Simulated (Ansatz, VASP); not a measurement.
# Ag in VASP and in Ansatz

```
Ag
1.0
     0.00000    2.04000    2.04000
     2.04000    0.00000    2.04000
     2.04000    2.04000    0.00000
Ag
1
Direct
  0.00000 0.00000 0.00000
```

Alike in both runs: task relaxation of cell and atoms; functional PBE; k mesh 12 × 12 × 12; occupations gaussian, width 0.1 eV; no spin polarisation.

|  | VASP | Ansatz |
| --- | --- | --- |
| version | VASP 6.6.1 | Ansatz 0.2.0 |
| potentials or method | VASP PAW PBE potentials, release 64 (Ag) | scalar-relativistic, plane waves, PAW |
| plane-wave cutoff (eV) | 500 | 420 |
| valence electrons in the cell | 11 | 19 |

```tsv
	VASP	Ansatz	Ansatz less VASP
gap on the k mesh at the Fermi level, each at its own relaxed structure (eV)	none	none	-
relaxed volume (Å³/atom)	17.87	17.88	+0.016
relaxed cell length with the largest relative difference (Å)	2.935	2.935	+0.0008
```

A gap of «none» marks a metal or a gap that the smearing closes. VASP's potentials hold 11 valence electrons a cell and Ansatz's 19, so a difference there can come from the potentials and not from the codes.
